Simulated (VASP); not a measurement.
# Ca (P6_3/mmc) in VASP: single point with PBEsol

Aim: the single point of Ca with PBEsol.

Everything below comes from runs of VASP 6.6.1. Logs are shortened: lines on timing, memory, paths and dates and some standing lists are left out, and cuts for length are marked.

## (1) The cell of the first run

It takes space group P6_3/mmc (No. 194, hexagonal). The conventional cell has a = 3.854 Å, b = 3.854 Å, c = 6.340 Å, α = 90.00°, β = 90.00°, γ = 120.00°. Ca (site symmetry -6m2) has 12 Ca at 3.85 to 3.87 Å within 5.1 Å.

This isn't the form of Ca at room conditions, which is fcc.

## (2) Single point, PBEsol

File POSCAR:

```
Ca
1.0
    3.8536567503      0.0000000000      0.0000000000
   -1.9268283752      3.3373646432      0.0000000000
    0.0000000000      0.0000000000      6.3401854503
Ca
2
Direct
    0.3333333333      0.6666666667      0.2500000000
    0.6666666667      0.3333333333      0.7500000000
```

File INCAR.step1:

```
PREC = Accurate ; ENCUT = 520
EDIFF = 1E-7 ; ISMEAR = 0
SIGMA = 0.1 ; LREAL = False
LASPH = True ; NELM = 60
ALGO = Fast ; ISIF = 2
LWAVE = False ; LCHARG = True
GGA = PS ; NBANDS = 17
```

File KPOINTS.step1:

```
regular mesh
0
Gamma
  12 12 8
```

File INCAR.step2:

```
PREC = Accurate ; ENCUT = 520
EDIFF = 1E-7 ; ISMEAR = -5
SIGMA = 0.1 ; LREAL = False
LASPH = True ; NELM = 60
ALGO = Fast ; ISIF = 2
LWAVE = False ; LCHARG = False
GGA = PS ; LORBIT = 11
NBANDS = 17 ; NEDOS = 2001
ICHARG = 11
```

File KPOINTS.step2:

```
regular mesh
0
Gamma
  18 18 12
```

Potentials or basis: VASP PAW PBE potentials, release 64 (Ca_sv).

Started as:

```sh
$ cat potpaw_PBE.64/Ca_sv/POTCAR > POTCAR
$ cp INCAR.step1 INCAR
$ cp KPOINTS.step1 KPOINTS
$ mpirun -np 1 vasp_std > vasp.out
$ cp INCAR.step2 INCAR
$ cp KPOINTS.step2 KPOINTS
$ mpirun -np 1 vasp_std > vasp.out
```

OUTCAR:

```text
PREC = Accurate
   ENCUT = 520
   EDIFF = 1E-7
   ISMEAR = -5
   LREAL = False
   LASPH = True
   NELM = 60
   ISIF = 2
   GGA = PS
   LORBIT = 11
   ICHARG = 11

 ion  position               nearest neighbor table
   1  0.333  0.667  0.250-
   2  0.667  0.333  0.750-

  LATTYP: Found a hexagonal cell.
 ALAT       =     3.8536567503
 C/A-ratio  =     1.6452387592

  Lattice vectors:

 A1 = (   3.8536567503,   0.0000000000,   0.0000000000)
 A2 = (  -1.9268283752,   3.3373646432,   0.0000000000)
 A3 = (   0.0000000000,   0.0000000000,   6.3401854503)

Analysis of symmetry for initial positions (statically):
=====================================================================
 Subroutine PRICEL returns:
 Original cell was already a primitive cell.

 Routine SETGRP: Setting up the symmetry group for a
 hexagonal supercell.

 Subroutine GETGRP returns: Found 24 space group operations
 (whereof 12 operations were pure point group operations)
 out of a pool of 24 trial point group operations.

The static configuration has the point symmetry D_3d.
 The point group associated with its full space group is D_6h.

Analysis of symmetry for dynamics (positions and initial velocities):
=====================================================================
 Subroutine PRICEL returns:
 Original cell was already a primitive cell.

 Routine SETGRP: Setting up the symmetry group for a
 hexagonal supercell.

 Subroutine GETGRP returns: Found 24 space group operations
 (whereof 12 operations were pure point group operations)
 out of a pool of 24 trial point group operations.

The dynamic configuration has the point symmetry D_3d.
 The point group associated with its full space group is D_6h.

 Subroutine INISYM returns: Found 24 space group operations
 (whereof 12 operations are pure point group operations),
 and found     1 'primitive' translations

----------------------------------------------------------------------------------------

                                     Primitive cell

  volume of cell :      81.5415

  direct lattice vectors                    reciprocal lattice vectors
     3.853656750  0.000000000  0.000000000     0.259493791  0.149818810  0.000000000
    -1.926828375  3.337364643  0.000000000     0.000000000  0.299637620  0.000000000
     0.000000000  0.000000000  6.340185450     0.000000000  0.000000000  0.157724093

  length of vectors
     3.853656750  3.853656750  6.340185450     0.299637620  0.299637620  0.157724093

  position of ions in fractional coordinates (direct lattice)
     0.333333333  0.666666667  0.250000000
     0.666666667  0.333333333  0.750000000

  ion indices of the primitive-cell ions
   primitive index   ion index
                 1           1
                 2           2

----------------------------------------------------------------------------------------

 KPOINTS: regular mesh

Automatic generation of k-mesh.
 Grid dimensions read from file:
 generate k-points for:   18   18   12

 Generating k-lattice:

  Cartesian coordinates                     Fractional coordinates (reciprocal lattice)
     0.014416322  0.008323267  0.000000000     0.055555556  0.000000000  0.000000000
     0.000000000  0.016646534  0.000000000     0.000000000  0.055555556  0.000000000
     0.000000000  0.000000000  0.013143674     0.000000000  0.000000000  0.083333333

  Length of vectors
     0.016646534  0.016646534  0.013143674

  Shift w.r.t. Gamma in fractional coordinates (k-lattice)
     0.000000000  0.000000000  0.000000000

 TETIRR: Found   3954 inequivalent tetrahedra from    23328

 Subroutine IBZKPT returns following result:
 ===========================================

 Found    259 irreducible k-points:

 Following reciprocal coordinates:
            Coordinates               Weight
  0.000000  0.000000  0.000000      1.000000
  0.055556 -0.000000  0.000000      6.000000
  0.111111 -0.000000  0.000000      6.000000
  0.166667  0.000000  0.000000      6.000000
  0.222222  0.000000  0.000000      6.000000
  0.277778  0.000000  0.000000      6.000000
[... 16 lines left out ...]
  0.333333  0.111111  0.000000     12.000000
  0.388889  0.111111  0.000000     12.000000
 [... further k-points ...]
   k-points           NKPTS =    259   k-points in BZ     NKDIM =    259   number of bands    NBANDS=     17
   number of dos      NEDOS =   2001   number of ions     NIONS =      2
   total plane-waves  NPLWV =  43200
   dimension x,y,z NGX =    30 NGY =   30 NGZ =   48
   dimension x,y,z NGXF=    60 NGYF=   60 NGZF=   96
   ions per type =               2
   NGX,Y,Z   is equivalent  to a cutoff of  12.94, 12.94, 12.59 a.u.
   NGXF,Y,Z  is equivalent  to a cutoff of  25.88, 25.88, 25.17 a.u.
 SYSTEM =  unknown system
   PREC   = accura    normal or accurate (medium, high low for compatibility)
   ISTART =      0    job   : 0-new  1-cont  2-samecut
   ICHARG =     11    charge: 1-file 2-atom 10-const
   ISPIN  =      1    spin polarized calculation?
   LNONCOLLINEAR =      F non collinear calculations
   LSORBIT =      F    spin-orbit coupling
   LASPH  =      T    aspherical Exc in radial PAW
   ENCUT  =  520.0 eV  38.22 Ry    6.18 a.u.   7.17  7.17 11.79*2*pi/ulx,y,z
   NELM   =     60;   NELMIN=  2; NELMDL=  0     # of ELM steps
   EDIFF  = 0.1E-06   stopping-criterion for ELM
   LREAL  =      F    real-space projection
   EDIFFG = 0.1E-05   stopping-criterion for IOM
   NSW    =      0    number of steps for IOM
   IBRION =     -1    ionic relax: 0-MD 1-quasi-New 2-CG
   NFREE  =      0    steps in history (QN), initial steepest desc. (CG)
   ISIF   =      2    stress and relaxation
   ISYM   =      2    0-nonsym 1-usesym 2-fastsym
   POTIM  = 0.5000    time-step for ionic-motion
   TEBEG  =    0.0;   TEEND  =   0.0 temperature during run
   PSTRESS=    0.0 pullay stress
   NELECT =      20.0000    total number of electrons
   NUPDOWN=      -1.0000    fix difference up-down
   EMIN   =  10.00;   EMAX   =-10.00  energy-range for DOS
   EFERMI =   0.00;   METHOD = LEGACY
   ISMEAR =    -5;   SIGMA  =   0.10  broadening in eV -4-tet -1-fermi 0-gaus
   EFERMI_NEDOS =   21; number of points for ismear=-14 and -15
   IALGO  =     68    algorithm
   IMIX   =      4    mixing-type and parameters
     AMIX     =   0.40;   BMIX     =  1.00
     AMIX_MAG =   1.60;   BMIX_MAG =  1.00
  volume/ion in A,a.u.               =      40.77       275.13
  Fermi-wavevector in a.u.,A,eV,Ry     =   1.024767  1.936529 14.288133  1.050148
  Thomas-Fermi vector in A             =   2.158572
   LORBIT       =     11    0 simple, 1 ext, 2 COOP (PROOUT), +10 PAW based schemes
   GGA     = PS    functional components
   LHFCALC =     F    Hartree Fock is set to
   AEXX    =    0.0000 exact exchange contribution
   IVDW    =     0    specifies the selected vdW correction
   LEPSILON=     F    determine dielectric tensor
   LRPA    =     F    only Hartree local field effects (RPA)
 non-spin polarized calculation
 RMM-DIIS sequential band-by-band and
 Fermi weights with tetrahedron method with Bloechl corrections
  energy-cutoff  :      520.00
  volume of cell :       81.54
 maximum number of plane-waves:      2226
 NGX is ok and might be reduce to    30

 number of electron      20.0000000 magnetization

 Free energy of the ion-electron system (eV)
  ---------------------------------------------------
  ext. energy  EPLUGINS =         0.00000000
  ---------------------------------------------------
  free energy    TOTEN  =        -4.26130420 eV

  energy without entropy =       -4.26130420  energy(sigma->0) =       -4.26130420

 E-fermi :   2.0872     XC(G=0):  -7.9198

 val. band max:        2.1481773428   @ k =   0.3889   0.0000   0.0000
 cond. band min:       2.0068382360   @ k =   0.3333   0.3333   0.2500
 fundamental gap:     -0.1413391069
 Fermi energy:         2.0872474980

 k-point     1 :       0.0000    0.0000    0.0000
  band No.  band energies     occupation
      1     -39.7229      2.00000
      2     -39.7070      2.00000
      3     -20.8629      2.00000
      4     -20.7339      2.00000
      5     -20.7339      2.00000
      6     -20.7128      2.00000
[... 9 lines left out ...]
     16       4.7103      0.00000
     17       5.1404      0.00000

 k-point     2 :       0.0556   -0.0000    0.0000
  band No.  band energies     occupation
      1     -39.7224      2.00000
      2     -39.7068      2.00000
      3     -20.8613      2.00000
      4     -20.7377      2.00000
      5     -20.7351      2.00000
      6     -20.7167      2.00000
[... 9 lines left out ...]
     16       4.7462      0.00000
     17       5.0943      0.00000

 k-point     3 :       0.1111   -0.0000    0.0000
  band No.  band energies     occupation
      1     -39.7211      2.00000
      2     -39.7061      2.00000
      3     -20.8566      2.00000
      4     -20.7485      2.00000
      5     -20.7385      2.00000
      6     -20.7279      2.00000
[... 9 lines left out ...]
     16       4.8720      0.00000
     17       4.9686      0.00000

 k-point     4 :       0.1667    0.0000    0.0000
  band No.  band energies     occupation
      1     -39.7191      2.00000
      2     -39.7051      2.00000
      3     -20.8492      2.00000
      4     -20.7651      2.00000
      5     -20.7447      2.00000
      6     -20.7435      2.00000
[... 9 lines left out ...]
     16       4.7558      0.00000
     17       4.9324      0.00000
[... 343 lines left out ...]
      1     -39.7103      2.00000
      2     -39.7017      2.00000
      3     -20.8263      2.00000
      4     -20.8130      2.00000
      5     -20.8092      2.00000
      6     -20.7662      2.00000
[... 9 lines left out ...]
     16       5.2969      0.00000
     17       5.6853      0.00000

 k-point    23 :       0.3333    0.1111    0.0000
  band No.  band energies     occupation
      1     -39.7079      2.00000
      2     -39.7012      2.00000
      3     -20.8418      2.00000
      4     -20.8211      2.00000
      5     -20.8018      2.00000
      6     -20.7730      2.00000
[... 9 lines left out ...]
     16       5.5390      0.00000
     17       5.9954      0.00000

 k-point    24 :       0.3889    0.1111    0.0000
  band No.  band energies     occupation
      1     -39.7063      2.00000
      2     -39.7010      2.00000
      3     -20.8520      2.00000
      4     -20.8290      2.00000
      5     -20.7928      2.00000
      6     -20.7775      2.00000
[... 9 lines left out ...]
     16       5.7960      0.00000
     17       6.2884      0.00000

 [... further k-points ...]

------------------------ aborting loop because EDIFF is reached ----------------------------------------

  FORCE on cell =-STRESS in cart. coord.  units (eV):
  Direction    XX          YY          ZZ          XY          YZ          ZX
  --------------------------------------------------------------------------------------
  -------------------------------------------------------------------------------------
  Total       -0.0383771     -0.0383771      0.0156235      0.0000000     -0.0000000      0.0000000
  in kB       -0.7540578     -0.7540578      0.3069795      0.0000000     -0.0000000      0.0000000
  external PRESSURE =      -0.4003787 kB  Pullay stress =       0.0000000 kB

 VOLUME and BASIS-vectors are now :
 -----------------------------------------------------------------------------
  energy-cutoff  :      520.00
  volume of cell :       81.54
      direct lattice vectors                 reciprocal lattice vectors
     3.853656750  0.000000000  0.000000000     0.259493791  0.149818810  0.000000000
    -1.926828375  3.337364643  0.000000000     0.000000000  0.299637620  0.000000000
     0.000000000  0.000000000  6.340185450     0.000000000  0.000000000  0.157724093

 POSITION                                       TOTAL-FORCE (eV/Angst)
 -----------------------------------------------------------------------------------
     -0.00000      2.22491      1.58505         0.000000     -0.000000      0.000000
      1.92683      1.11245      4.75514        -0.000000      0.000000      0.000000
 -----------------------------------------------------------------------------------
    total drift:                                0.000000     -0.000000      0.000000

  FREE ENERGIE OF THE ION-ELECTRON SYSTEM (eV)
  ---------------------------------------------------
  free  energy   TOTEN  =        -4.2613041978 eV

  energy  without entropy=       -4.2613041978  energy(sigma->0) =       -4.26130420

 total charge

# of ion       s       p       d       tot
------------------------------------------
    1        2.089   5.830   0.167   8.086
    2        2.089   5.830   0.167   8.086
--------------------------------------------------
tot          4.178  11.660   0.334  16.171
```

It took 6.7 min on 1 thread of Intel Xeon Platinum 8559C (Emerald Rapids), shared host; peak memory 0.4 GiB.

What came out:

```
Valence electrons inside the program's atomic spheres : Ca 8.09
```

Caveat: the PAW data sets were made with another functional, which shifts forces and pressure a little; tetrahedron occupations give inexact forces and stress in metals.
